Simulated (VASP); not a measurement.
Crystal: Si2C.

```
Si C
1.0
     4.73797    0.00000    0.00000
    -2.36899    4.10320    0.00000
     0.00000    0.00000    4.44488
Si C
4 2
Direct
  0.00000 0.00000 0.00000
  0.33333 0.00000 0.50000
  0.00000 0.33333 0.50000
  0.66667 0.66667 0.50000
  0.66667 0.33333 0.00000
  0.33333 0.66667 0.00000
```

* Program: VASP 6.6.1
* Task: relaxation of cell and atoms
* Functional: PBE
* Potentials or basis: VASP PAW PBE potentials, release 64 (Si, C)
* Cutoff: 600 eV
* k mesh: 6 × 6 × 4
* Occupations: gaussian, width 0.1 eV
* Spin: no spin polarisation

At the start: pressure -16.5 GPa; volume 14.40 Å³/atom.

**Question.** Where does the relaxation end?

**Answer.** Over 9 steps the energy falls by 224.5 meV/atom and the volume is 11.37 Å³/atom (-21.0 %); space group P-62m (No. 189, to 0.1 Å) before and after.

Step by step:
| step | energy change (eV) | largest force (eV/Å) | pressure (GPa) | volume (Å³) |
| --- | --- | --- | --- | --- |
| 1 | 0.0000 | 0.5096 | -16.49 | 86.41 |
| 2 | -1.2384 | 0.6255 | -2.03 | 69.16 |
| 3 | -1.2527 | 0.6144 | 0.76 | 67.55 |
| 4 | -1.3190 | 0.3488 | 1.24 | 67.37 |
| 5 | -1.3368 | 0.1780 | 1.73 | 67.21 |
| 6 | -1.3374 | 0.1447 | 1.88 | 67.17 |
| 7 | -1.3458 | 0.0153 | -0.82 | 68.71 |
| 8 | -1.3467 | 0.0443 | -0.20 | 68.33 |
| 9 | -1.3470 | 0.0055 | 0.00 | 68.23 |

Final structure:
```
Si C
1.0
     4.46175    0.00000    0.00000
    -2.23088    3.86399    0.00000
     0.00000    0.00000    3.95774
Si C
4 2
Direct
  0.00000 0.00000 0.00000
  0.35592 0.00000 0.50000
  0.00000 0.35592 0.50000
  0.64408 0.64408 0.50000
  0.66667 0.33333 0.00000
  0.33333 0.66667 0.00000
```

Caveat: the volume moved by over 15 % at a fixed basis, so the end points are rough.
